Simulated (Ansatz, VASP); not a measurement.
**Ge: VASP beside Ansatz**

INCAR

```
PREC     = Accurate       # precision mode
ENCUT    = 520            # plane-wave cutoff, eV
EDIFF    = 1E-7           # SCF threshold, eV
ISMEAR   = -1             # smearing method
SIGMA    = 0.05           # smearing width, eV
LREAL    = F              # projectors in reciprocal space
LASPH    = T              # aspherical terms in the spheres
NELM     = 60             # most SCF steps
ALGO     = Normal         # electronic algorithm
ISIF     = 2              # what is computed and relaxed
LWAVE    = F              # write WAVECAR
LCHARG   = T              # write CHGCAR
GGA      = PS             # functional
LELF     = T              # ELF
LVHAR    = T            
NBANDS   = 21             # bands
```

KPOINTS

```
regular mesh
0
Gamma
  11 11 11
```

The input POSCAR:

```
Ge
1.0
    0.0000000000      2.8842501637      2.8842501637
    2.8842501637      0.0000000000      2.8842501637
    2.8842501637      2.8842501637      0.0000000000
Ge
2
Direct
    0.5000000000      0.5000000000      0.5000000000
    0.7500000000      0.7500000000      0.7500000000
```

Input for Ansatz:

```yaml
crystal:
  lattice:
    - [0.0, 2.8842501637, 2.8842501637]
    - [2.8842501637, 0.0, 2.8842501637]
    - [2.8842501637, 2.8842501637, 0.0]
  atoms:
    - { symbol: Ge, position: [0.5, 0.5, 0.5] }
    - { symbol: Ge, position: [0.75, 0.75, 0.75] }
kpoints:
  mp_grid: { grid: [11, 11, 11] }
  band_path:
    path:
      - [0.0, 0.0, 0.0]
      - [0.5, 0.0, 0.5]
      - [0.625, 0.25, 0.625]
      - [0.375, 0.375, 0.75]
      - [0.0, 0.0, 0.0]
      - [0.5, 0.5, 0.5]
      - [0.5, 0.25, 0.75]
      - [0.5, 0.0, 0.5]
    npoints: 5
scf:
  occupations: { method: fermi_dirac, width: 0.05 }
hamiltonian:
  xc: pbesol
  pseudopotentials: { kind: all_electron, lapw: { basis_error: 0.0005 } }
output:
  forces: true
  stress: true
  eigenvalues: true
```

Change from the starting cell: volume scaled by 1.06.

Alike in both runs: task single point; functional PBEsol; k mesh 11 × 11 × 11; occupations fermi-dirac, width 0.05 eV; no spin polarisation.

```csv
,VASP,Ansatz
version,VASP 6.6.1,Ansatz 0.2.0
potentials or method,"VASP PAW PBE potentials, release 64 (Ge_d), cutoff 520 eV","all-electron LAPW, scalar-relativistic"
```

Ansatz gave:

* pressure (GPa): -2.9

**Question.** Estimate VASP's values.

**Answer.** Pressure (GPa): -3.0.

VASP's potentials were made for PBE, not for PBEsol. Ansatz ran all-electron here, and VASP with PAW potentials.
